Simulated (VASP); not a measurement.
# Hg (P6_3/mmc) in VASP: further runs

Runs on Hg. Level: PBE+D3(BJ). Tasks: relaxation of cell and atoms, single point.

Everything below comes from runs of VASP 6.6.1. Logs are shortened: lines on timing, memory, paths and dates and some standing lists are left out, and cuts for length are marked.

### Step 1. The cell of the first run

The structure is hexagonal, space group P6_3/mmc (No. 194). Conventional cell: a = 3.352 Å, b = 3.352 Å, c = 5.286 Å, α = 90.00°, β = 90.00°, γ = 120.00°. Hg (site symmetry -6m2) has 12 Hg at 3.28 to 3.35 Å within 4.3 Å.

### Step 2. Relaxation of cell and atoms, PBE+D3(BJ)

The input, INCAR:

```
PREC     = Accurate       # precision mode
ENCUT    = 600            # plane-wave cutoff, eV
EDIFF    = 1E-6           # SCF threshold, eV
ISMEAR   = 0              # smearing method
SIGMA    = 0.1            # smearing width, eV
LREAL    = F              # projectors in reciprocal space
LASPH    = T              # aspherical terms in the spheres
NELM     = 100            # most SCF steps
ALGO     = Normal         # electronic algorithm
ISIF     = 3              # what is computed and relaxed
LWAVE    = F              # write WAVECAR
LCHARG   = F              # write CHGCAR
GGA      = PE             # functional
IVDW     = 12             # dispersion correction
IBRION   = 2              # ionic algorithm
NSW      = 100            # ionic steps
EDIFFG   = -0.005         # ionic threshold
```

The input, KPOINTS:

```
Automatic mesh
0
Gamma
  15 15 8
```

The input, POSCAR:

```
Hg
1.0
    3.3522124042      0.0000000000      0.0000000000
   -1.6761062021      2.9031011009      0.0000000000
    0.0000000000      0.0000000000      5.2861746114
Hg
2
Direct
    0.6666666667      0.3333333333      0.7500000000
    0.3333333333      0.6666666667      0.2500000000
```

Potentials or basis: VASP PAW PBE potentials, release 64 (Hg).

On the command line:

```console
$ cat potpaw_PBE.64/Hg/POTCAR > POTCAR
$ mpirun -np 1 vasp_std > vasp.out
```

OUTCAR:

```text
PREC = Accurate
   ENCUT = 600
   EDIFF = 1E-6
   ISMEAR = 0
   LREAL = F
   LASPH = T
   NELM = 100
   ISIF = 3
   GGA = PE
   IVDW = 12
   IBRION = 2
   NSW = 100
   EDIFFG = -0.005
 IVDW          = 12

 ion  position               nearest neighbor table
   1  0.667  0.333  0.750-   2 3.28   2 3.28   2 3.28   2 3.28   2 3.28   2 3.28
   2  0.333  0.667  0.250-   1 3.28   1 3.28   1 3.28   1 3.28   1 3.28   1 3.28

  LATTYP: Found a hexagonal cell.
 ALAT       =     3.3522124042
 C/A-ratio  =     1.5769211416

  Lattice vectors:

 A1 = (   3.3522124042,   0.0000000000,   0.0000000000)
 A2 = (  -1.6761062021,   2.9031011009,   0.0000000000)
 A3 = (   0.0000000000,   0.0000000000,   5.2861746114)

Analysis of symmetry for initial positions (statically):
=====================================================================
 Subroutine PRICEL returns:
 Original cell was already a primitive cell.

 Routine SETGRP: Setting up the symmetry group for a
 hexagonal supercell.

 Subroutine GETGRP returns: Found 24 space group operations
 (whereof 12 operations were pure point group operations)
 out of a pool of 24 trial point group operations.

The static configuration has the point symmetry D_3d.
 The point group associated with its full space group is D_6h.

Analysis of symmetry for dynamics (positions and initial velocities):
=====================================================================
 Subroutine PRICEL returns:
 Original cell was already a primitive cell.

 Routine SETGRP: Setting up the symmetry group for a
 hexagonal supercell.

 Subroutine GETGRP returns: Found 24 space group operations
 (whereof 12 operations were pure point group operations)
 out of a pool of 24 trial point group operations.

The dynamic configuration has the point symmetry D_3d.
 The point group associated with its full space group is D_6h.

 Subroutine INISYM returns: Found 24 space group operations
 (whereof 12 operations are pure point group operations),
 and found     1 'primitive' translations

----------------------------------------------------------------------------------------

                                     Primitive cell

  volume of cell :      51.4441

  direct lattice vectors                    reciprocal lattice vectors
     3.352212404  0.000000000  0.000000000     0.298310453  0.172229620  0.000000000
    -1.676106202  2.903101101  0.000000000     0.000000000  0.344459240  0.000000000
     0.000000000  0.000000000  5.286174611     0.000000000  0.000000000  0.189172714

  length of vectors
     3.352212404  3.352212404  5.286174611     0.344459240  0.344459240  0.189172714

  position of ions in fractional coordinates (direct lattice)
     0.666666667  0.333333333  0.750000000
     0.333333333  0.666666667  0.250000000

  ion indices of the primitive-cell ions
   primitive index   ion index
                 1           1
                 2           2

----------------------------------------------------------------------------------------

 KPOINTS: Automatic mesh

Automatic generation of k-mesh.
 Grid dimensions read from file:
 generate k-points for:   15   15    8

 Generating k-lattice:

  Cartesian coordinates                     Fractional coordinates (reciprocal lattice)
     0.019887364  0.011481975  0.000000000     0.066666667  0.000000000  0.000000000
     0.000000000  0.022963949  0.000000000     0.000000000  0.066666667  0.000000000
     0.000000000  0.000000000  0.023646589     0.000000000  0.000000000  0.125000000

  Length of vectors
     0.022963949  0.022963949  0.023646589

  Shift w.r.t. Gamma in fractional coordinates (k-lattice)
     0.000000000  0.000000000  0.000000000

 Subroutine IBZKPT returns following result:
 ===========================================

 Found    135 irreducible k-points:

 Following reciprocal coordinates:
            Coordinates               Weight
  0.000000  0.000000  0.000000      1.000000
  0.066667 -0.000000  0.000000      6.000000
  0.133333 -0.000000  0.000000      6.000000
  0.200000 -0.000000  0.000000      6.000000
  0.266667 -0.000000  0.000000      6.000000
  0.333333 -0.000000  0.000000      6.000000
[... 16 lines left out ...]
  0.333333  0.200000  0.000000     12.000000
  0.400000  0.200000  0.000000      6.000000
 [... further k-points ...]
   k-points           NKPTS =    135   k-points in BZ     NKDIM =    135   number of bands    NBANDS=     16
   number of dos      NEDOS =    301   number of ions     NIONS =      2
   total plane-waves  NPLWV =  32928
   dimension x,y,z NGX =    28 NGY =   28 NGZ =   42
   dimension x,y,z NGXF=    56 NGYF=   56 NGZF=   84
   ions per type =               2
   NGX,Y,Z   is equivalent  to a cutoff of  13.89, 13.89, 13.21 a.u.
   NGXF,Y,Z  is equivalent  to a cutoff of  27.77, 27.77, 26.42 a.u.
 SYSTEM =  unknown system
   PREC   = accura    normal or accurate (medium, high low for compatibility)
   ISTART =      0    job   : 0-new  1-cont  2-samecut
   ICHARG =      2    charge: 1-file 2-atom 10-const
   ISPIN  =      1    spin polarized calculation?
   LNONCOLLINEAR =      F non collinear calculations
   LSORBIT =      F    spin-orbit coupling
   LASPH  =      T    aspherical Exc in radial PAW
   ENCUT  =  600.0 eV  44.10 Ry    6.64 a.u.   6.70  6.70 10.56*2*pi/ulx,y,z
   NELM   =    100;   NELMIN=  2; NELMDL= -5     # of ELM steps
   EDIFF  = 0.1E-05   stopping-criterion for ELM
   LREAL  =      F    real-space projection
   EDIFFG = -.5E-02   stopping-criterion for IOM
   NSW    =    100    number of steps for IOM
   IBRION =      2    ionic relax: 0-MD 1-quasi-New 2-CG
   NFREE  =      1    steps in history (QN), initial steepest desc. (CG)
   ISIF   =      3    stress and relaxation
   ISYM   =      2    0-nonsym 1-usesym 2-fastsym
   POTIM  = 0.5000    time-step for ionic-motion
   TEBEG  =    0.0;   TEEND  =   0.0 temperature during run
   PSTRESS=    0.0 pullay stress
   NELECT =      24.0000    total number of electrons
   NUPDOWN=      -1.0000    fix difference up-down
   EMIN   =  10.00;   EMAX   =-10.00  energy-range for DOS
   EFERMI =   0.00;   METHOD = LEGACY
   ISMEAR =     0;   SIGMA  =   0.10  broadening in eV -4-tet -1-fermi 0-gaus
   EFERMI_NEDOS =   21; number of points for ismear=-14 and -15
   IALGO  =     38    algorithm
   IMIX   =      4    mixing-type and parameters
     AMIX     =   0.40;   BMIX     =  1.00
     AMIX_MAG =   1.60;   BMIX_MAG =  1.00
  volume/ion in A,a.u.               =      25.72       173.58
  Fermi-wavevector in a.u.,A,eV,Ry     =   1.269697  2.399380 21.934375  1.612131
  Thomas-Fermi vector in A             =   2.402725
   LORBIT       =      0    0 simple, 1 ext, 2 COOP (PROOUT), +10 PAW based schemes
   GGA     = PE    functional components
   LHFCALC =     F    Hartree Fock is set to
   AEXX    =    0.0000 exact exchange contribution
   IVDW    =    12    specifies the selected vdW correction
   LEPSILON=     F    determine dielectric tensor
   LRPA    =     F    only Hartree local field effects (RPA)
 conjugate gradient relaxation of ions
 non-spin polarized calculation
 Gauss-broadening in eV      SIGMA  =   0.10
  energy-cutoff  :      600.00
  volume of cell :       51.44
 maximum number of plane-waves:      1743
 NGX is ok and might be reduce to    28
   NGX = 13   NGY = 13   NGZ = 21

--------------------------------------- Ionic step        1  -------------------------------------------

 number of electron      24.0000002 magnetization

 Free energy of the ion-electron system (eV)
  ---------------------------------------------------
  ext. energy  EPLUGINS =         0.00000000
  ---------------------------------------------------
  free energy    TOTEN  =        -0.29554980 eV

  energy without entropy =       -0.29351323  energy(sigma->0) =       -0.29453151

------------------------ aborting loop because EDIFF is reached ----------------------------------------

 Edisp (eV)   -0.81393

 E8    (eV) :    -0.3690

  FORCE on cell =-STRESS in cart. coord.  units (eV):
  Direction    XX          YY          ZZ          XY          YZ          ZX
  --------------------------------------------------------------------------------------
  -------------------------------------------------------------------------------------
  Total       0.08076     0.08076     0.07915     0.00000    -0.00000     0.00000
  in kB       2.51516     2.51516     2.46495     0.00000    -0.00000     0.00000
  external pressure =        2.50 kB  Pullay stress =        0.00 kB

 VOLUME and BASIS-vectors are now :
 -----------------------------------------------------------------------------
  energy-cutoff  :      600.00
  volume of cell :       51.44
      direct lattice vectors                 reciprocal lattice vectors
     3.352212404  0.000000000  0.000000000     0.298310453  0.172229620  0.000000000
    -1.676106202  2.903101101  0.000000000     0.000000000  0.344459240  0.000000000
     0.000000000  0.000000000  5.286174611     0.000000000  0.000000000  0.189172714
[... 41 lines left out ...]
 POSITION                                       TOTAL-FORCE (eV/Angst)
 -----------------------------------------------------------------------------------
      1.67937      0.96959      3.97220        -0.000000      0.000000     -0.000000
     -0.00000      1.93917      1.32407         0.000000     -0.000000      0.000000
 -----------------------------------------------------------------------------------
    total drift:                               -0.000000      0.000000     -0.000000

  FREE ENERGIE OF THE ION-ELECTRON SYSTEM (eV)
  ---------------------------------------------------
  free  energy   TOTEN  =        -1.1098379171 eV

  energy  without entropy=       -1.1077846543  energy(sigma->0) =       -1.10881129

--------------------------------------- Ionic step        3  -------------------------------------------

 number of electron      24.0000001 magnetization

 Free energy of the ion-electron system (eV)
  ---------------------------------------------------
  ext. energy  EPLUGINS =         0.00000000
  ---------------------------------------------------
  free energy    TOTEN  =        -0.30650083 eV

  energy without entropy =       -0.30435991  energy(sigma->0) =       -0.30543037

 E-fermi :   1.6707     XC(G=0): -10.3131

 val. band max:        1.6334021629   @ k =   0.2667   0.2000   0.1250
 cond. band min:       1.6961547461   @ k =   0.3333   0.0667   0.0000
 fundamental gap:      0.0627525832
 Fermi energy:         1.6707403700

 k-point     1 :       0.0000    0.0000    0.0000
  band No.  band energies     occupation
      1      -6.2707      2.00000
      2      -5.4473      2.00000
      3      -4.6400      2.00000
      4      -4.6400      2.00000
      5      -4.6285      2.00000
      6      -4.5183      2.00000
[... 8 lines left out ...]
     15      13.2649      0.00000
     16      14.5691      0.00000
[... 419 lines left out ...]
 k-point    24 :       0.4000    0.2000    0.0000
  band No.  band energies     occupation
      1      -5.2078      2.00000
      2      -5.1187      2.00000
      3      -4.9833      2.00000
      4      -4.7136      2.00000
      5      -4.4818      2.00000
      6      -4.3736      2.00000
[... 8 lines left out ...]
     15       6.5610      0.00000
     16       6.7459      0.00000

 [... further k-points ...]

------------------------ aborting loop because EDIFF is reached ----------------------------------------

 Edisp (eV)   -0.80344

 E8    (eV) :    -0.3644

  FORCE on cell =-STRESS in cart. coord.  units (eV):
  Direction    XX          YY          ZZ          XY          YZ          ZX
  --------------------------------------------------------------------------------------
  -------------------------------------------------------------------------------------
  Total      -0.00096    -0.00096    -0.00973    -0.00000     0.00000     0.00000
  in kB      -0.02966    -0.02966    -0.29910    -0.00000     0.00000     0.00000
  external pressure =       -0.12 kB  Pullay stress =        0.00 kB

 VOLUME and BASIS-vectors are now :
 -----------------------------------------------------------------------------
  energy-cutoff  :      600.00
  volume of cell :       52.12
      direct lattice vectors                 reciprocal lattice vectors
     3.366986610  0.000000000  0.000000000     0.297001478  0.171473883  0.000000000
    -1.683493305  2.915895938 -0.000000000     0.000000000  0.342947767  0.000000000
     0.000000000 -0.000000000  5.309007201     0.000000000  0.000000000  0.188359134

 POSITION                                       TOTAL-FORCE (eV/Angst)
 -----------------------------------------------------------------------------------
      1.68349      0.97197      3.98176         0.000000     -0.000000      0.000000
     -0.00000      1.94393      1.32725        -0.000000      0.000000      0.000000
 -----------------------------------------------------------------------------------
    total drift:                               -0.000000      0.000000     -0.000000

  FREE ENERGIE OF THE ION-ELECTRON SYSTEM (eV)
  ---------------------------------------------------
  free  energy   TOTEN  =        -1.1099404447 eV

  energy  without entropy=       -1.1077995175  energy(sigma->0) =       -1.10886998

 reached required accuracy - stopping structural energy minimisation
```

It took 2.1 min on 1 thread of Intel Xeon Platinum 8488C (Sapphire Rapids), shared host; peak memory 0.28 GiB.

Results:

| Property | Result |
| --- | --- |
| Free energy | -1.1099 eV |
| Relaxed volume | 26.06 Å³/atom |
| Relaxed cell | a = 3.367 Å, b = 3.367 Å, c = 5.309 Å, α = 90.00°, β = 90.00°, γ = 120.00° |
| Space group after relaxing (to 0.05 Å) | P6_3/mmc (No. 194) |
| Energy gained by relaxing | 0.2 meV/atom |
| Ionic steps | 3 |
| Pressure after relaxing | 0.0 GPa |
| Band gap on the k mesh | zero (band 12 reaches 1.82 eV, above the bottom of band 13 at 0.98 eV) |
| Dispersion energy per atom | -0.402 eV |

The path:
```csv
step,energy change (eV),largest force (eV/Å),pressure (GPa),volume (Å³)
1,0.0000,0.0000,0.25,51.44
2,-0.0004,0.0000,0.14,51.74
3,-0.0005,0.0000,-0.01,52.12
```

Final structure:
```yaml
crystal:
  lattice:
    - [3.36699, 0.00000, 0.00000]
    - [-1.68349, 2.91590, 0.00000]
    - [0.00000, 0.00000, 5.30901]
  atoms:
    - { symbol: Hg, position: [0.66667, 0.33333, 0.75000] }
    - { symbol: Hg, position: [0.33333, 0.66667, 0.25000] }
```

Caveat: spin-orbit coupling is left out, which moves the levels of the heavy elements; pairwise dispersion overbinds metals, which lowers pressure and volume.

### Step 3. Single point, PBE+D3(BJ)

The input, INCAR:

```
SYSTEM = Hg
PREC     = Accurate       ! precision mode
ENCUT    = 520            ! plane-wave cutoff, eV
EDIFF    = 1E-6           ! SCF threshold, eV
ISMEAR   = 0              ! smearing method
SIGMA    = 0.1            ! smearing width, eV
LREAL    = .False.        ! projectors in reciprocal space
LASPH    = .True.         ! aspherical terms in the spheres
NELM     = 100            ! most SCF steps
ALGO     = Normal         ! electronic algorithm
ISIF     = 2              ! what is computed and relaxed
LWAVE    = .False.        ! write WAVECAR
LCHARG   = .False.        ! write CHGCAR
GGA      = PE             ! functional
IVDW     = 12             ! dispersion correction
NBANDS   = 19             ! bands
```

The input, KPOINTS:

```
Automatic mesh
0
Gamma
  15 15 8
  0 0 0
```

POSCAR is that of step 2.

Potentials or basis: VASP PAW PBE potentials, release 64 (Hg).

On the command line:

```console
$ cat potpaw_PBE.64/Hg/POTCAR > POTCAR
$ mpirun -np 1 vasp_std > vasp.out
```

It took 70 s on 1 thread of Intel Xeon Platinum 8488C (Sapphire Rapids), shared host; peak memory 0.26 GiB.

It converged, with:

| Property | Result |
| --- | --- |
| Free energy | -1.1097 eV |
| Pressure | 0.2 GPa |
| Band gap on the k mesh | zero (band 12 reaches 1.95 eV, above the bottom of band 13 at 1.02 eV) |
| Dispersion energy per atom | -0.407 eV |

Levels at points of the mesh, in eV from the Fermi level:
```csv
k point,band 8,band 9,band 10,band 11,band 12,band 13,band 14,band 15,band 16,band 17
"(0.00, 0.00, 0.00)",-6.16,-6.16,-5.51,-5.51,-1.12,-0.77,11.67,11.67,12.91,14.03
"(0.00, 0.00, 0.50)",-5.92,-5.70,-5.70,-5.70,-5.70,7.10,7.10,12.75,12.75,12.75
```

Caveat: spin-orbit coupling is left out, which moves the levels of the heavy elements; pairwise dispersion overbinds metals, which lowers pressure and volume.
